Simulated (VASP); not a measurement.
Ta2N: single point with PBEsol+D3(BJ)

Crystal: Ta2N.

```
Ta N
1.0
     3.11286    0.00000    0.00000
    -1.55643    2.69582    0.00000
     0.00000    0.00000    4.86984
Ta N
2 1
Direct
  0.66667 0.33333 0.74529
  0.33333 0.66667 0.25471
  0.00000 0.00000 0.00000
```

| Quantity | Value |
| --- | --- |
| Program | VASP 6.6.1 |
| Task | single point |
| Functional | PBEsol |
| Dispersion | D3(BJ) |
| Potentials or basis | VASP PAW PBE potentials, release 64 (Ta_pv, N) |
| Cutoff | 600 eV |
| k mesh | 6 × 1 × 3, shifted |
| Occupations | fermi-dirac, width 0.025852 eV |
| Spin | no spin polarisation |

- Largest force: 2.161 eV/Å
- Dispersion energy per atom: -0.531 eV

Forces on the atoms (eV/Å):
```
Ta   0.769  0.444  1.971
Ta  -0.769 -0.444 -1.971
N    0.000  0.000  0.000
```

Levels at points of the mesh, in eV from the Fermi level:
```
           k point  band 11  band 12  band 13  band 14  band 15  band 16  band 17  band 18
(0.00, 0.00, 0.50)    -3.41    -3.33    -1.65    -1.47     1.26     1.31     1.84     1.94
(0.50, 0.00, 0.50)    -3.66    -2.89    -2.76    -0.67     0.25     2.92     3.04     3.70
```

It took 18 s on 1 thread of AMD EPYC 7R43 64-Core Processor (Zen 3), with other jobs on the host, peak memory 0.16 GiB.

Caveat: the k points lie up to 2.33 Å⁻¹ apart; the cell carries a net charge on a neutralising background, which shifts energy and pressure; the cell is charged against a uniform background, so pressure and absolute levels hang on convention; the PAW data sets were made with another functional, which shifts forces and pressure a little; spin-orbit coupling is left out, which moves the levels of the heavy elements.
